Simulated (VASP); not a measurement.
# SnO (P4/nmm) in VASP: notebook, part 2 of 2

VASP 6.6.1. Earlier steps stand in the parts before.

## 5. Single point, PBE, non-collinear spin, zero start, spin-orbit coupling

This run uses another cell than the first one, of 18.84 Å³/atom.

Contents of INCAR:

```
PREC = Accurate
ENCUT = 520
EDIFF = 1E-6
ISMEAR = -1
SIGMA = 0.05
LREAL = F
LASPH = T
NELM = 150
ALGO = Normal
ISIF = 2
LWAVE = F
LCHARG = T
MAGMOM = 0 0 0 0 0 0 0 0 0 0 0 0
LORBIT = 11
LSORBIT = T
GGA_COMPAT = F
LORBMOM = T
GGA = PE
LVHAR = T
NBANDS = 54
```

Contents of KPOINTS:

```
Automatic mesh
0
Gamma
  7 7 6
```

Contents of POSCAR:

```
SnO
1.0
    3.8884925471      0.0000000000      0.0000000000
    0.0000000000      3.8884925471      0.0000000000
    0.0000000000      0.0000000000      4.9827594627
Sn O
2 2
Direct
    0.5000000000      0.0000000000      0.7646261400
    0.0000000000      0.5000000000      0.2353738600
    0.0000000000      0.0000000000      0.0000000000
    0.5000000000      0.5000000000      0.0000000000
```

Potentials or basis: VASP PAW PBE potentials, release 64 (Sn_d, O).

Started as:

```sh
> cat potpaw_PBE.64/Sn_d/POTCAR potpaw_PBE.64/O/POTCAR > POTCAR
> mpirun -np 1 vasp_ncl > vasp.out
```

OUTCAR:

```text
PREC = Accurate
   ENCUT = 520
   EDIFF = 1E-6
   ISMEAR = -1
   LREAL = F
   LASPH = T
   NELM = 150
   ISIF = 2
   LORBIT = 11
   LSORBIT = T
   GGA = PE

 ion  position               nearest neighbor table
   1  0.500  0.000  0.765-   3 2.27   4 2.27   4 2.27   3 2.27   2 3.61   2 3.61   2 3.61   2 3.61

   2  0.000  0.500  0.235-   3 2.27   4 2.27   3 2.27   4 2.27   1 3.61   1 3.61   1 3.61   1 3.61

   3  0.000  0.000  0.000-   1 2.27   2 2.27   2 2.27   1 2.27
   4  0.500  0.500  0.000-   1 2.27   2 2.27   1 2.27   2 2.27

  LATTYP: Found a simple tetragonal cell.
 ALAT       =     3.8884925471
 C/A-ratio  =     1.2814116016

  Lattice vectors:

 A1 = (   3.8884925471,   0.0000000000,   0.0000000000)
 A2 = (   0.0000000000,   3.8884925471,   0.0000000000)
 A3 = (   0.0000000000,   0.0000000000,   4.9827594627)

Analysis of symmetry for initial positions (statically):
=====================================================================
 Subroutine PRICEL returns:
 Original cell was already a primitive cell.

 Routine SETGRP: Setting up the symmetry group for a
 simple tetragonal supercell.

 Subroutine GETGRP returns: Found 16 space group operations
 (whereof  8 operations were pure point group operations)
 out of a pool of 16 trial point group operations.

The static configuration has the point symmetry D_2d.
 The point group associated with its full space group is D_4h.

Analysis of symmetry for dynamics (positions and initial velocities):
=====================================================================
 Subroutine PRICEL returns:
 Original cell was already a primitive cell.

 Routine SETGRP: Setting up the symmetry group for a
 simple tetragonal supercell.

 Subroutine GETGRP returns: Found 16 space group operations
 (whereof  8 operations were pure point group operations)
 out of a pool of 16 trial point group operations.

The dynamic configuration has the point symmetry D_2d.
 The point group associated with its full space group is D_4h.

Analysis of structural, dynamic, and magnetic symmetry:
=====================================================================
 Subroutine PRICEL returns:
 Original cell was already a primitive cell.

 Routine SETGRP: Setting up the symmetry group for a
 simple tetragonal supercell.

 Subroutine GETGRP returns: Found 16 space group operations
 (whereof  8 operations were pure point group operations)
 out of a pool of 16 trial point group operations.

The overall configuration has the point symmetry D_2d.
 The point group associated with its full space group is D_4h.

 Subroutine INISYM returns: Found 16 space group operations
 (whereof  8 operations are pure point group operations),
 and found     1 'primitive' translations

----------------------------------------------------------------------------------------
[... 1484 lines left out ...]
  Direction    XX          YY          ZZ          XY          YZ          ZX
  --------------------------------------------------------------------------------------
  -------------------------------------------------------------------------------------
  Total       -0.7116936     -0.7116936     -0.5444767      0.0000000      0.0000000      0.0000000
  in kB      -15.1346078    -15.1346078    -11.5786368      0.0000000      0.0000000      0.0000000
  external PRESSURE =     -13.9492841 kB  Pullay stress =       0.0000000 kB

 VOLUME and BASIS-vectors are now :
 -----------------------------------------------------------------------------
  energy-cutoff  :      520.00
  volume of cell :       75.34
      direct lattice vectors                 reciprocal lattice vectors
     3.888492547  0.000000000  0.000000000     0.257169067  0.000000000  0.000000000
     0.000000000  3.888492547  0.000000000     0.000000000  0.257169067  0.000000000
     0.000000000  0.000000000  4.982759463     0.000000000  0.000000000  0.200692008

 POSITION                                       TOTAL-FORCE (eV/Angst)
 -----------------------------------------------------------------------------------
      1.94425      0.00000      3.80995         0.000000     -0.000000      0.309455
      0.00000      1.94425      1.17281        -0.000000     -0.000000     -0.309455
      0.00000      0.00000      0.00000        -0.000000      0.000000      0.000000
      1.94425      1.94425      0.00000        -0.000000     -0.000000      0.000000
 -----------------------------------------------------------------------------------
    total drift:                                0.000000      0.000000      0.000000

  FREE ENERGIE OF THE ION-ELECTRON SYSTEM (eV)
  ---------------------------------------------------
  free  energy   TOTEN  =       -22.7938013850 eV

  energy  without entropy=      -22.7937431683  energy(sigma->0) =      -22.79377228

 orbital moment (x)

 # of ion     p       d       tot
 ----------------------------------------
  1         0.000  -0.000  -0.000
  2         0.000  -0.000  -0.000
  3        -0.000   0.000  -0.000
  4        -0.000   0.000  -0.000
 ----------------------------------------
           -0.000  -0.000  -0.000

 orbital moment (y)

 # of ion     p       d       tot
 ----------------------------------------
  1        -0.000   0.000  -0.000
  2        -0.000   0.000  -0.000
  3         0.000   0.000   0.000
  4        -0.000   0.000  -0.000
 ----------------------------------------
           -0.000   0.000  -0.000

 orbital moment (z)

 # of ion     p       d       tot
 ----------------------------------------
  1         0.000   0.000   0.000
  2         0.000   0.000   0.000
  3        -0.000   0.000  -0.000
  4         0.000   0.000   0.000
 ----------------------------------------
           -0.000   0.000   0.000

 Spin-Orbit-Coupling matrix elements

 Ion:    1  E_soc:     -0.0761002
 l=   1
     0.0000000    -0.0073092    -0.0054622
    -0.0073092     0.0000000    -0.0073092
    -0.0054622    -0.0073092     0.0000000
 l=   2
     0.0000000    -0.0012062     0.0000000    -0.0012062    -0.0047406
    -0.0012062     0.0000000    -0.0036436    -0.0011731    -0.0011782
     0.0000000    -0.0036436     0.0000000    -0.0036436     0.0000000
    -0.0012062    -0.0011731    -0.0036436     0.0000000    -0.0011782
    -0.0047406    -0.0011782     0.0000000    -0.0011782     0.0000000
 l=   3
     0.0000000     0.0000000     0.0000000     0.0000000     0.0000000     0.0000000     0.0000000
     0.0000000     0.0000000     0.0000000     0.0000000     0.0000000     0.0000000     0.0000000
     0.0000000     0.0000000     0.0000000     0.0000000     0.0000000     0.0000000     0.0000000
     0.0000000     0.0000000     0.0000000     0.0000000     0.0000000     0.0000000     0.0000000
[... 49 lines left out ...]
 l=   2
     0.0000000     0.0000000     0.0000000     0.0000000     0.0000000
     0.0000000     0.0000000     0.0000000     0.0000000     0.0000000
     0.0000000     0.0000000     0.0000000     0.0000000     0.0000000
     0.0000000     0.0000000     0.0000000     0.0000000     0.0000000
     0.0000000     0.0000000     0.0000000     0.0000000     0.0000000
 l=   3
     0.0000000     0.0000000     0.0000000     0.0000000     0.0000000     0.0000000     0.0000000
     0.0000000     0.0000000     0.0000000     0.0000000     0.0000000     0.0000000     0.0000000
     0.0000000     0.0000000     0.0000000     0.0000000     0.0000000     0.0000000     0.0000000
     0.0000000     0.0000000     0.0000000     0.0000000     0.0000000     0.0000000     0.0000000
     0.0000000     0.0000000     0.0000000     0.0000000     0.0000000     0.0000000     0.0000000
     0.0000000     0.0000000     0.0000000     0.0000000     0.0000000     0.0000000     0.0000000
     0.0000000     0.0000000     0.0000000     0.0000000     0.0000000     0.0000000     0.0000000

 total charge

# of ion       s       p       d       tot
------------------------------------------
    1        1.267   0.746  10.054  12.066
    2        1.267   0.746  10.054  12.066
    3        1.576   3.406   0.000   4.982
    4        1.576   3.406   0.000   4.982
--------------------------------------------------
tot          5.687   8.302  20.107  34.096

 magnetization (x)

# of ion       s       p       d       tot
------------------------------------------
    1        0.000   0.000   0.000   0.000
    2        0.000   0.000   0.000   0.000
    3        0.000   0.000   0.000   0.000
    4        0.000   0.000   0.000   0.000
--------------------------------------------------
tot          0.000   0.000   0.000   0.000

 magnetization (y)

# of ion       s       p       d       tot
------------------------------------------
    1       -0.000  -0.000  -0.000  -0.000
    2        0.000  -0.000   0.000  -0.000
    3        0.000   0.000   0.000   0.000
    4        0.000  -0.000   0.000  -0.000
--------------------------------------------------
tot         -0.000  -0.000   0.000  -0.000

 magnetization (z)

# of ion       s       p       d       tot
------------------------------------------
    1        0.000   0.000   0.000   0.000
    2        0.000   0.000   0.000   0.000
    3        0.000   0.000   0.000   0.000
    4        0.000   0.000   0.000   0.000
--------------------------------------------------
tot          0.000   0.000   0.000   0.000
```

Run time: 3 min. Hardware: 1 thread of AMD EPYC 9R45 (Zen 5), shared host; peak memory 0.43 GiB.

Results:

| Item | Value |
| --- | --- |
| Free energy | -22.7938 eV |
| Pressure | -1.4 GPa |
| Largest force | 0.309 eV/Å |
| Net moment | 0.00 μB per cell |
| Valence electrons inside the program's atomic spheres | Sn 12.07; O 4.98 |

Forces on the atoms (eV/Å):
```
Sn   0.000  0.000  0.309
Sn   0.000  0.000 -0.309
O    0.000  0.000  0.000
O    0.000  0.000  0.000
```

Stress tensor (GPa, compression positive):
```
-1.51  0.00  0.00
 0.00 -1.51  0.00
 0.00  0.00 -1.16
```

Moments on the atoms (μB; x, y, z):
```
Sn  0.00 0.00 0.00
Sn  0.00 0.00 0.00
O   0.00 0.00 0.00
O   0.00 0.00 0.00
```

## 6. Summary

```tsv
level	potentials or basis	spin	cell	k mesh	cutoff (eV)	gap on the mesh (eV)	pressure (GPa)	largest force (eV/Å)
PBE	VASP PAW PBE potentials, release 64 (Sn_d, O_h)	off	a = 3.814, b = 3.814, c = 4.887 Å, 4 atoms, atomic positions A	3 × 3 × 3	1340	1.14	3.6	0.52
LDA	VASP PAW LDA potentials, release 64 (Sn_d, O_h)	off	a = 3.814, b = 3.814, c = 4.887 Å, 4 atoms, atomic positions A	4 × 4 × 3	1340	0.22	-3.0	0.12
LDA	VASP PAW LDA potentials, release 64 (Sn_d, O_h)	off	a = 3.767, b = 3.767, c = 4.659 Å, 4 atoms, atomic positions B	7 × 7 × 6	1340	0.05	0.2	0.11
PBE	VASP PAW PBE potentials, release 64 (Sn_d, O)	non-collinear, zero start, SOC	a = 3.888, b = 3.888, c = 4.983 Å, 4 atoms, atomic positions A	7 × 7 × 6	520	-	-1.4	0.31
```

Alike in all rows: task single point; smearing fermi-dirac 0.05 eV.

Caveats: some runs use coarse meshes; spin-orbit coupling is left out, which moves the levels of the heavy elements (at least some runs); semilocal functionals underestimate gaps, and a narrow one can read as zero (at least some runs).

Absolute energies hang on the potentials; compare differences alone.
